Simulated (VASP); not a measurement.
Write the native input for VASP 6.6.1 that does the following.

| Quantity | Value |
| --- | --- |
| Task | single point |
| Functional | PBE |
| Potentials or basis | VASP PAW PBE potentials, release 64 (Ga_d, P) |
| Cutoff | 500 eV |
| k mesh | 9 × 9 × 9 |
| Occupations | gaussian, width 0.05 eV |
| Spin | no spin polarisation |
| Dipole correction | no |
| Further INCAR settings | ALGO = Normal; EDIFF = 1e-06; NBANDS = 26 |

The structure of GaP lies in POSCAR:

```
GaP
1.0
    1.7967256430      1.0373400336      7.4006233201
   -1.7967256430      1.0373400336      7.4006233201
    0.0000000000     -2.0746800674      7.4006233201
Ga P
2 2
Direct
    0.4355841032      0.4355841032      0.4355841032
    0.5644158968      0.5644158968      0.5644158968
    0.0575077006      0.0575077006      0.0575077006
    0.9424922994      0.9424922994      0.9424922994
```

This cell differs from its parent crystal: strain +e along x and -e along y +0.0000, strain +e along z and -e/2 along x and y +0.1500.

These files were run (other wordings do the same):

INCAR

```
SYSTEM = GaP
PREC = Accurate
ENCUT = 500
EDIFF = 1E-6
ISMEAR = 0
SIGMA = 0.05
LREAL = .False.
LASPH = .True.
NELM = 120
ALGO = Normal
ISIF = 2
LWAVE = .False.
LCHARG = .False.
GGA = PE
NBANDS = 26
GGA_COMPAT = .False.
```

KPOINTS

```
regular mesh
0
Gamma
  9 9 9
  0 0 0
```

Potentials or basis: VASP PAW PBE potentials, release 64 (Ga_d, P).

Launch:

```bash
$ cat potpaw_PBE.64/Ga_d/POTCAR potpaw_PBE.64/P/POTCAR > POTCAR
$ mpirun -np 1 vasp_std > vasp.out
```

It gave:

* Pressure: 4.6 GPa
* Largest force: 0.976 eV/Å
* Band gap on the k mesh: zero (bands 18 and 19 overlap by 0.84 eV)

Caveat: the cell differs from its parent crystal (strain +e along x and -e along y +0.0000, strain +e along z and -e/2 along x and y +0.1500); the cell stands under pressure.

It took 3.7 min on 1 thread of Intel(R) Xeon(R) 6975P-C (Granite Rapids), with other jobs on the host, peak memory 0.48 GiB.
